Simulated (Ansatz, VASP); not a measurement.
## CdSiP2 in VASP and in Ansatz

File INCAR:

```
ALGO = Normal
EDIFF = 1E-6
ENCUT = 500
GGA = PE
GGA_COMPAT = F
ISIF = 2
ISMEAR = 0
LASPH = T
LCHARG = F
LREAL = F
LWAVE = F
NBANDS = 36
NELM = 120
PREC = Accurate
SIGMA = 0.01
```

File KPOINTS:

```
k-points
0
Gamma
  6 6 6
```

The input POSCAR:

```
CdSiP2
1.0
   -2.8436140000      2.8436140000      5.2485580000
    2.8436140000     -2.8436140000      5.2485580000
    2.8436140000      2.8436140000     -5.2485580000
Cd Si P
2 2 4
Direct
    0.7500000000      0.2500000000      0.5000000000
    0.0000000000      0.0000000000      0.0000000000
    0.5000000000      0.5000000000      0.0000000000
    0.2500000000      0.7500000000      0.5000000000
    0.8750000000      0.8281280000      0.4531280000
    0.1718720000      0.6250000000      0.0468720000
    0.3750000000      0.4218720000      0.5468720000
    0.5781280000      0.1250000000      0.9531280000
```

Input for Ansatz:

```yaml
crystal:
  lattice:
    - [-2.843614, 2.843614, 5.248558]
    - [2.843614, -2.843614, 5.248558]
    - [2.843614, 2.843614, -5.248558]
  atoms:
    - { symbol: Cd, position: [0.75, 0.25, 0.5] }
    - { symbol: Cd, position: [0.0, 0.0, 0.0] }
    - { symbol: Si, position: [0.5, 0.5, 0.0] }
    - { symbol: Si, position: [0.25, 0.75, 0.5] }
    - { symbol: P, position: [0.875, 0.828128, 0.453128] }
    - { symbol: P, position: [0.171872, 0.625, 0.046872] }
    - { symbol: P, position: [0.375, 0.421872, 0.546872] }
    - { symbol: P, position: [0.578128, 0.125, 0.953128] }
kpoints:
  mp_grid:
    grid: [6, 6, 6]
  band_path:
    path:
      - [0.0, 0.0, 0.0]
      - [0.0, 0.0, 0.5]
      - [0.25, 0.25, 0.25]
      - [0.0, 0.5, 0.0]
      - [0.0, 0.0, 0.0]
    npoints: 8
hamiltonian:
  xc: pbe
  pseudopotentials:
    kind: paw
scf:
  n_extra_bands: 8
  occupations:
    method: fixed
```

Alike in both runs: task single point; functional PBE; k mesh 6 × 6 × 6; no spin polarisation.

|  | VASP | Ansatz |
| --- | --- | --- |
| version | VASP 6.6.1 | Ansatz 0.2.0 |
| potentials or method | VASP PAW PBE potentials, release 64 (Cd, Si, P) | plane waves, PAW |
| plane-wave cutoff (eV) | 500 | 420 |
| occupations | gaussian, width 0.01 eV | fixed |
| valence electrons in the cell | 52 | 68 |

```csv
,VASP,Ansatz,Ansatz less VASP
gap on the k mesh at the Fermi level (eV),1.39,1.39,0.000
```

VASP's potentials hold 52 valence electrons a cell and Ansatz's 68, so a difference there can come from the potentials and not from the codes.
